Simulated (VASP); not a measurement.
CaO, 2 atoms in the cell. Symmetry: I4/mmm, No. 139, tetragonal system. The conventional cell has a = 3.186 Å, b = 3.186 Å, c = 5.290 Å, α = 90.00°, β = 90.00°, γ = 90.00°. Ca (site symmetry 4/mmm) has 6 O at 2.25 to 2.64 Å within 3.0 Å. Within 3.0 Å of O (site symmetry 4/mmm) lie 6 Ca at 2.25 to 2.64 Å.  This cell differs from its parent crystal: strain -0.080 along x and y, +0.080 along z.

```yaml
Program: VASP 6.6.1
Task: single point
Functional: r2SCAN
Potentials_or_basis: VASP PAW PBE potentials, release 64 (Ca_sv, O_h)
Cutoff: 910 eV
k_mesh: 8 × 8 × 8
Occupations: gaussian, width 0.05 eV
Spin: no spin polarisation
Dipole_correction: no
Second_run: hard_potentials
Further_INCAR_settings: ALGO = Normal; EDIFF = 1e-06; NBANDS = 15
```

Potentials or basis: VASP PAW PBE potentials, release 64 (Ca_sv, O_h).

Launch:

```sh
$ cat potpaw_PBE.64/Ca_sv/POTCAR potpaw_PBE.64/O_h/POTCAR > POTCAR
$ cp INCAR.step1 INCAR
$ mpirun -np 1 vasp_std > vasp.out
$ cp INCAR.step2 INCAR
$ mpirun -np 1 vasp_std > vasp.out
```

Hardware: 1 thread of Intel(R) Xeon(R) 6975P-C (Granite Rapids), on a shared host.

Question: Estimate the wall time of this run.

Answer: It took 80 s on 1 thread of Intel(R) Xeon(R) 6975P-C (Granite Rapids) (shared host), peak memory 0.24 GiB. Counts: k points 59.
